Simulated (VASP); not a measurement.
# SnTe (F-43m) in VASP: settings compared

SnTe is run at these levels: LDA, r2SCAN, PBE; tasks: relaxation of cell and atoms, single point.

All numbers are computed with VASP 6.6.1; they aren't measurements. Logs are shortened: lines on timing, memory, paths and dates and some standing lists are left out, and cuts for length are marked.

## 1. The cell of the first run

The structure is cubic, space group F-43m (No. 216). Conventional cell: a = 7.219 Å, b = 7.219 Å, c = 7.219 Å, α = 90.00°, β = 90.00°, γ = 90.00°. Sn (site symmetry -43m) has 4 Te at 3.13 Å within 4.1 Å. Within 4.1 Å of Te (site symmetry -43m) lie 4 Sn at 3.13 Å.

## 2. Relaxation of cell and atoms, LDA

INCAR

```
SYSTEM = SnTe
ALGO     = Normal         ! electronic algorithm
EDIFF    = 1E-7           ! SCF threshold, eV
EDIFFG   = -0.005         ! ionic threshold
ENCUT    = 500            ! plane-wave cutoff, eV
GGA      = CA             ! functional
GGA_COMPAT= .FALSE.      
IBRION   = 2              ! ionic algorithm
ISIF     = 3              ! what is computed and relaxed
ISMEAR   = -1             ! smearing method
LASPH    = .TRUE.         ! aspherical terms in the spheres
LCHARG   = .FALSE.        ! write CHGCAR
LREAL    = .FALSE.        ! projectors in reciprocal space
LWAVE    = .FALSE.        ! write WAVECAR
NELM     = 120            ! most SCF steps
NELMIN   = 4            
NSW      = 80             ! ionic steps
PREC     = Accurate       ! precision mode
SIGMA    = 0.02           ! smearing width, eV
```

KPOINTS

```
k-points
0
G
  6 6 6
  0 0 0
```

POSCAR

```
SnTe
1.0
    0.0000000000      3.6092621520      3.6092621520
    3.6092621520      0.0000000000      3.6092621520
    3.6092621520      3.6092621520      0.0000000000
Sn Te
1 1
Direct
    0.0000000000      0.0000000000      0.0000000000
    0.2500000000      0.2500000000      0.2500000000
```

Potentials or basis: VASP PAW LDA potentials, release 64 (Sn_d, Te).

Launch:

```bash
cat potpaw_LDA.64/Sn_d/POTCAR potpaw_LDA.64/Te/POTCAR > POTCAR
mpirun -np 1 vasp_std > vasp.out
```

OUTCAR:

```text
SYSTEM = SnTe
   EDIFF = 1E-7
   EDIFFG = -0.005
   ENCUT = 500
   GGA = CA
   IBRION = 2
   ISIF = 3
   ISMEAR = -1
   LASPH = .TRUE.
   LREAL = .FALSE.
   NELM = 120
   NELMIN = 4
   NSW = 80
   PREC = Accurate

 ion  position               nearest neighbor table
   1  0.000  0.000  0.000-   2 3.13   2 3.13   2 3.13   2 3.13
   2  0.250  0.250  0.250-   1 3.13   1 3.13   1 3.13   1 3.13

  LATTYP: Found a face centered cubic cell.
 ALAT       =     7.2185243040

  Lattice vectors:

 A1 = (   0.0000000000,   3.6092621520,   3.6092621520)
 A2 = (   3.6092621520,   0.0000000000,   3.6092621520)
 A3 = (   3.6092621520,   3.6092621520,   0.0000000000)

Analysis of symmetry for initial positions (statically):
=====================================================================
 Subroutine PRICEL returns:
 Original cell was already a primitive cell.

 Routine SETGRP: Setting up the symmetry group for a
 face centered cubic supercell.

 Subroutine GETGRP returns: Found 24 space group operations
 (whereof 24 operations were pure point group operations)
 out of a pool of 48 trial point group operations.

The static configuration has the point symmetry T_d .

Analysis of symmetry for dynamics (positions and initial velocities):
=====================================================================
 Subroutine PRICEL returns:
 Original cell was already a primitive cell.

 Routine SETGRP: Setting up the symmetry group for a
 face centered cubic supercell.

 Subroutine GETGRP returns: Found 24 space group operations
 (whereof 24 operations were pure point group operations)
 out of a pool of 48 trial point group operations.

The dynamic configuration has the point symmetry T_d .

 Subroutine INISYM returns: Found 24 space group operations
 (whereof 24 operations are pure point group operations),
 and found     1 'primitive' translations

----------------------------------------------------------------------------------------

                                     Primitive cell

  volume of cell :      94.0341

  direct lattice vectors                    reciprocal lattice vectors
     0.000000000  3.609262152  3.609262152    -0.138532470  0.138532470  0.138532470
     3.609262152  0.000000000  3.609262152     0.138532470 -0.138532470  0.138532470
     3.609262152  3.609262152  0.000000000     0.138532470  0.138532470 -0.138532470

  length of vectors
     5.104267486  5.104267486  5.104267486     0.239945276  0.239945276  0.239945276

  position of ions in fractional coordinates (direct lattice)
     0.000000000  0.000000000  0.000000000
     0.250000000  0.250000000  0.250000000

  ion indices of the primitive-cell ions
   primitive index   ion index
                 1           1
                 2           2

----------------------------------------------------------------------------------------

 KPOINTS: k-points

Automatic generation of k-mesh.
 Grid dimensions read from file:
 generate k-points for:    6    6    6

 Generating k-lattice:

  Cartesian coordinates                     Fractional coordinates (reciprocal lattice)
    -0.023088745  0.023088745  0.023088745     0.166666667  0.000000000  0.000000000
     0.023088745 -0.023088745  0.023088745     0.000000000  0.166666667  0.000000000
     0.023088745  0.023088745 -0.023088745     0.000000000  0.000000000  0.166666667

  Length of vectors
     0.039990879  0.039990879  0.039990879

  Shift w.r.t. Gamma in fractional coordinates (k-lattice)
     0.000000000  0.000000000  0.000000000

 Subroutine IBZKPT returns following result:
 ===========================================

 Found     16 irreducible k-points:

 Following reciprocal coordinates:
            Coordinates               Weight
  0.000000  0.000000  0.000000      1.000000
  0.166667  0.000000  0.000000      8.000000
  0.333333  0.000000  0.000000      8.000000
  0.500000  0.000000  0.000000      4.000000
  0.166667  0.166667  0.000000      6.000000
  0.333333  0.166667  0.000000     24.000000
[... 8 lines left out ...]
 -0.333333  0.333333  0.166667     24.000000
 -0.333333  0.500000  0.166667     12.000000
   k-points           NKPTS =     16   k-points in BZ     NKDIM =     16   number of bands    NBANDS=     14
   number of dos      NEDOS =    301   number of ions     NIONS =      2
   total plane-waves  NPLWV =  64000
   dimension x,y,z NGX =    40 NGY =   40 NGZ =   40
   dimension x,y,z NGXF=    80 NGYF=   80 NGZF=   80
   ions per type =               1   1
   NGX,Y,Z   is equivalent  to a cutoff of  13.03, 13.03, 13.03 a.u.
   NGXF,Y,Z  is equivalent  to a cutoff of  26.06, 26.06, 26.06 a.u.
 SYSTEM =  SnTe
   PREC   = accura    normal or accurate (medium, high low for compatibility)
   ISTART =      0    job   : 0-new  1-cont  2-samecut
   ICHARG =      2    charge: 1-file 2-atom 10-const
   ISPIN  =      1    spin polarized calculation?
   LNONCOLLINEAR =      F non collinear calculations
   LSORBIT =      F    spin-orbit coupling
   LASPH  =      T    aspherical Exc in radial PAW
   ENCUT  =  500.0 eV  36.75 Ry    6.06 a.u.   9.31  9.31  9.31*2*pi/ulx,y,z
   NELM   =    120;   NELMIN=  4; NELMDL= -5     # of ELM steps
   EDIFF  = 0.1E-06   stopping-criterion for ELM
   LREAL  =      F    real-space projection
   EDIFFG = -.5E-02   stopping-criterion for IOM
   NSW    =     80    number of steps for IOM
   IBRION =      2    ionic relax: 0-MD 1-quasi-New 2-CG
   NFREE  =      1    steps in history (QN), initial steepest desc. (CG)
   ISIF   =      3    stress and relaxation
   ISYM   =      2    0-nonsym 1-usesym 2-fastsym
   POTIM  = 0.5000    time-step for ionic-motion
   TEBEG  =    0.0;   TEEND  =   0.0 temperature during run
   PSTRESS=    0.0 pullay stress
   NELECT =      20.0000    total number of electrons
   NUPDOWN=      -1.0000    fix difference up-down
   EMIN   =  10.00;   EMAX   =-10.00  energy-range for DOS
   EFERMI =   0.00;   METHOD = LEGACY
   ISMEAR =    -1;   SIGMA  =   0.02  broadening in eV -4-tet -1-fermi 0-gaus
   EFERMI_NEDOS =   21; number of points for ismear=-14 and -15
   IALGO  =     38    algorithm
   IMIX   =      4    mixing-type and parameters
     AMIX     =   0.40;   BMIX     =  1.00
     AMIX_MAG =   1.60;   BMIX_MAG =  1.00
  volume/ion in A,a.u.               =      47.02       317.29
  Fermi-wavevector in a.u.,A,eV,Ry     =   0.977214  1.846667 12.992849  0.954947
  Thomas-Fermi vector in A             =   2.107894
   LORBIT       =      0    0 simple, 1 ext, 2 COOP (PROOUT), +10 PAW based schemes
   GGA     = CA    functional components
   LHFCALC =     F    Hartree Fock is set to
   AEXX    =    0.0000 exact exchange contribution
   IVDW    =     0    specifies the selected vdW correction
   LEPSILON=     F    determine dielectric tensor
   LRPA    =     F    only Hartree local field effects (RPA)
 conjugate gradient relaxation of ions
 non-spin polarized calculation
  energy-cutoff  :      500.00
  volume of cell :       94.03
 maximum number of plane-waves:      2421
 NGX is ok and might be reduce to    40
   NGX = 19   NGY = 19   NGZ = 19

--------------------------------------- Ionic step        1  -------------------------------------------

 number of electron      20.0000000 magnetization

 Free energy of the ion-electron system (eV)
  ---------------------------------------------------
  ext. energy  EPLUGINS =         0.00000000
  ---------------------------------------------------
  free energy    TOTEN  =        -7.99640388 eV

  energy without entropy =       -7.99628753  energy(sigma->0) =       -7.99634570

------------------------ aborting loop because EDIFF is reached ----------------------------------------

  FORCE on cell =-STRESS in cart. coord.  units (eV):
  Direction    XX          YY          ZZ          XY          YZ          ZX
  --------------------------------------------------------------------------------------
  -------------------------------------------------------------------------------------
  Total       -1.2344324     -1.2344324     -1.2344324      0.0000000     -0.0000000      0.0000000
  in kB      -21.0325834    -21.0325834    -21.0325834      0.0000000     -0.0000000      0.0000000
  external PRESSURE =     -21.0325834 kB  Pullay stress =       0.0000000 kB

 VOLUME and BASIS-vectors are now :
 -----------------------------------------------------------------------------
  energy-cutoff  :      500.00
  volume of cell :       94.03
      direct lattice vectors                 reciprocal lattice vectors
     0.000000000  3.609262152  3.609262152    -0.138532470  0.138532470  0.138532470
     3.609262152  0.000000000  3.609262152     0.138532470 -0.138532470  0.138532470
     3.609262152  3.609262152  0.000000000     0.138532470  0.138532470 -0.138532470

 POSITION                                       TOTAL-FORCE (eV/Angst)
 -----------------------------------------------------------------------------------
      0.00000      0.00000      0.00000         0.000000      0.000000      0.000000
      1.80463      1.80463      1.80463        -0.000000     -0.000000     -0.000000
 -----------------------------------------------------------------------------------
    total drift:                               -0.000000     -0.000000     -0.000000

  FREE ENERGIE OF THE ION-ELECTRON SYSTEM (eV)
  ---------------------------------------------------
  free  energy   TOTEN  =        -7.9964038751 eV
[... 17 lines left out ...]
 VOLUME and BASIS-vectors are now :
 -----------------------------------------------------------------------------
  energy-cutoff  :      500.00
  volume of cell :       85.88
      direct lattice vectors                 reciprocal lattice vectors
     0.000000000  3.501792229  3.501792229    -0.142784028  0.142784028  0.142784028
     3.501792229 -0.000000000  3.501792229     0.142784028 -0.142784028  0.142784028
     3.501792229  3.501792229 -0.000000000     0.142784028  0.142784028 -0.142784028

 POSITION                                       TOTAL-FORCE (eV/Angst)
 -----------------------------------------------------------------------------------
      0.00000      0.00000      0.00000         0.000000      0.000000      0.000000
      1.75090      1.75090      1.75090        -0.000000     -0.000000     -0.000000
 -----------------------------------------------------------------------------------
    total drift:                               -0.000000     -0.000000     -0.000000

  FREE ENERGIE OF THE ION-ELECTRON SYSTEM (eV)
  ---------------------------------------------------
  free  energy   TOTEN  =        -8.0517300405 eV

  energy  without entropy=       -8.0503577221  energy(sigma->0) =       -8.05104388

--------------------------------------- Ionic step        3  -------------------------------------------

 number of electron      19.9999999 magnetization

 Free energy of the ion-electron system (eV)
  ---------------------------------------------------
  ext. energy  EPLUGINS =         0.00000000
  ---------------------------------------------------
  free energy    TOTEN  =        -8.05177016 eV

  energy without entropy =       -8.05039068  energy(sigma->0) =       -8.05108042

 E-fermi :   3.6413     XC(G=0):  -8.1626

 val. band max:        3.6176431576   @ k =  -0.3333   0.5000   0.1667
 cond. band min:       3.7522315221   @ k =   0.3333   0.3333   0.0000
 fundamental gap:      0.1345883645
 Fermi energy:         3.6413002794

 k-point     1 :       0.0000    0.0000    0.0000
  band No.  band energies     occupation
      1     -17.9830      2.00000
      2     -17.9830      2.00000
      3     -17.9830      2.00000
      4     -17.9662      2.00000
      5     -17.9662      2.00000
      6      -8.3202      2.00000
      7      -1.2955      2.00000
      8       1.6075      2.00000
      9       1.6075      2.00000
     10       1.6075      2.00000
     11       4.6396      0.00000
     12       4.6396      0.00000
     13       4.6396      0.00000
     14       7.6189      0.00000

 k-point     2 :       0.1667    0.0000    0.0000
  band No.  band energies     occupation
      1     -17.9836      2.00000
      2     -17.9824      2.00000
      3     -17.9824      2.00000
      4     -17.9662      2.00000
      5     -17.9662      2.00000
      6      -8.1838      2.00000
      7      -1.9805      2.00000
      8       1.4213      2.00000
      9       1.4213      2.00000
     10       1.7683      2.00000
     11       4.9334      0.00000
     12       4.9411      0.00000
     13       4.9411      0.00000
     14       8.4849      0.00000
[... 249 lines left out ...]
 VOLUME and BASIS-vectors are now :
 -----------------------------------------------------------------------------
  energy-cutoff  :      500.00
  volume of cell :       86.08
      direct lattice vectors                 reciprocal lattice vectors
     0.000000000  3.504430052  3.504430052    -0.142676553  0.142676553  0.142676553
     3.504430052 -0.000000000  3.504430052     0.142676553 -0.142676553  0.142676553
     3.504430052  3.504430052 -0.000000000     0.142676553  0.142676553 -0.142676553

 POSITION                                       TOTAL-FORCE (eV/Angst)
 -----------------------------------------------------------------------------------
      0.00000      0.00000      0.00000        -0.000000     -0.000000     -0.000000
      1.75222      1.75222      1.75222         0.000000      0.000000      0.000000
 -----------------------------------------------------------------------------------
    total drift:                               -0.000000     -0.000000     -0.000000

  FREE ENERGIE OF THE ION-ELECTRON SYSTEM (eV)
  ---------------------------------------------------
  free  energy   TOTEN  =        -8.0517701624 eV

  energy  without entropy=       -8.0503906758  energy(sigma->0) =       -8.05108042

 reached required accuracy - stopping structural energy minimisation
```

Wall time 32 s (1 thread of AMD EPYC 9R45 (Zen 5), shared host); peak memory 0.17 GiB.

What came out:

```yaml
Free_energy: -8.0518 eV
Relaxed_volume: 43.04 Å³/atom
Relaxed_cell: a = 4.956 Å, b = 4.956 Å, c = 4.956 Å, α = 60.00°, β = 60.00°, γ = 60.00°
Space_group_after_relaxing_to_0.05_Å: F-43m (No. 216)
Energy_gained_by_relaxing: 27.7 meV/atom
Ionic_steps: 3
Pressure_after_relaxing: 0.0 GPa
Band_gap_on_the_k_mesh: zero (band 10 reaches 3.62 eV, above the bottom of band 11 at 3.59 eV)
```

Step by step:
```
step  energy change (eV)  largest force (eV/Å)  pressure (GPa)  volume (Å³)
   1              0.0000                0.0000           -2.10        94.03
   2             -0.0553                0.0000            0.06        85.88
   3             -0.0554                0.0000            0.00        86.08
```

Final structure:
```cif
data_structure
_symmetry_space_group_name_H-M 'P 1'
_symmetry_Int_Tables_number 1
_cell_length_a 4.9560
_cell_length_b 4.9560
_cell_length_c 4.9560
_cell_angle_alpha 60.000
_cell_angle_beta 60.000
_cell_angle_gamma 60.000
_cell_volume 86.08
loop_
_atom_site_label
_atom_site_type_symbol
_atom_site_fract_x
_atom_site_fract_y
_atom_site_fract_z
_atom_site_occupancy
Sn1 Sn 0.00000 0.00000 0.00000 1
Te1 Te 0.25000 0.25000 0.25000 1
```

Caveat: spin-orbit coupling is left out, which moves the levels of the heavy elements.

(Part 1 of 2 ends here.)
